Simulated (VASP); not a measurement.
Al6P6: single point with PBE

Al6P6, in a box:

```xyz
12
Lattice="15.4000 0.0000 0.0000 0.0000 14.3000 0.0000 0.0000 0.0000 14.6000" Properties=species:S:1:pos:R:3 pbc="T T T"
Al    7.0577    7.2416    6.1846
Al    6.9676    5.0165    8.4455
Al    6.9858    9.5273    7.5255
Al    6.0211    7.4637    9.2006
Al    9.1738    7.5971    8.3948
Al   10.0991    8.8264    6.1846
P     8.0183    9.2893    5.3842
P     7.7533    9.0124    9.6652
P     8.5600    5.6232    6.9358
P     5.1125    8.1519    7.1134
P    11.3463    8.2130    7.8668
P     5.7742    5.4036   10.2233
```

```yaml
Program: VASP 6.6.1
Task: single point
Functional: PBE
Potentials_or_basis: VASP PAW PBE potentials, release 64 (Al, P)
Cutoff: 520 eV
k_mesh: 1 × 1 × 1
Occupations: gaussian, width 0.05 eV
Spin: collinear spin
Starting_moments: "[0.4, 0.4, 0.4, 0.4, 0.4, 0.4, 0.4, 0.4, 0.4, 0.4, 0.4, 0.4] μB"
```

| Property | Result |
| --- | --- |
| Largest force | 0.030 eV/Å |
| Gap between the frontier levels | 0.71 eV |
| Net moment | 0.00 μB per cell |
| Valence electrons inside the program's atomic spheres | Al 0.78, 0.82, 0.79, 0.76, 0.81 (each value once); P 2.51, 2.49, 2.50 (each value once) |

Forces on the atoms (eV/Å):
```
Al   0.014  0.008  0.010
Al  -0.007  0.009  0.015
Al   0.025 -0.016  0.001
Al   0.023 -0.006 -0.005
Al  -0.021  0.003 -0.009
Al  -0.018  0.008  0.011
P   -0.005 -0.018  0.007
P   -0.007  0.002  0.000
P   -0.003  0.008 -0.006
P    0.008  0.004 -0.006
P   -0.018 -0.004 -0.005
P    0.008  0.002 -0.014
```

Levels at points of the mesh, in eV from the valence-band top:
Spin up:
```tsv
k point	band 20	band 21	band 22	band 23	band 24	band 25	band 26	band 27	band 28	band 29
(0.00, 0.00, 0.00)	-1.30	-1.07	-0.92	-0.25	0.00	0.71	1.50	1.86	1.91	2.59
```
Spin down:
| k point | band 22 | band 23 | band 24 | band 25 | band 26 | band 27 |
| --- | --- | --- | --- | --- | --- | --- |
| (0.00, 0.00, 0.00) | -0.92 | -0.25 | 0.00 | 0.71 | 1.50 | 1.86 |

Wall time 15 min on 1 thread of AMD EPYC 7R43 64-Core Processor (Zen 3), on a shared host, peak memory 3.1 GiB.

Caveat: semilocal functionals underestimate gaps, and a narrow one can read as zero.
